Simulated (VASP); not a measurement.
Input of a VASP 6.6.1 run:

INCAR

```
SYSTEM = BAs
PREC = Accurate
ENCUT = 520
EDIFF = 1E-6
ISMEAR = 0
SIGMA = 0.02
LREAL = .False.
LASPH = .True.
NELM = 150
ALGO = Normal
ISIF = 2
LWAVE = .False.
LCHARG = .True.
LNONCOLLINEAR = .True.
MAGMOM = 0 0 0 0 0 0
LORBIT = 11
LSORBIT = .True.
GGA_COMPAT = .False.
LORBMOM = .True.
GGA = PE
LVHAR = .True.
NBANDS = 20
```

File KPOINTS:

```
Automatic mesh
0
Gamma
  10 10 10
  0 0 0
```

File POSCAR:

```
BAs
1.0
    0.0000000000      2.4044111665      2.4044111665
    2.4044111665      0.0000000000      2.4044111665
    2.4044111665      2.4044111665      0.0000000000
B As
1 1
Direct
    0.0000000000      0.0000000000      0.0000000000
    0.2500000000      0.2500000000      0.2500000000
```

Potentials or basis: VASP PAW PBE potentials, release 64 (B, As).

Run with:

```bash
$ cat potpaw_PBE.64/B/POTCAR potpaw_PBE.64/As/POTCAR > POTCAR
$ mpirun -np 1 vasp_ncl > vasp.out
```

**Question.** Estimate the pressure.

**Answer.** 0.7 GPa.

**Question.** Predict the net moment.

**Answer.** 0.00 μB per cell.

Moments on the atoms (μB; x, y, z):
```
B   0.00 0.00 0.00
As  0.00 0.00 0.00
```
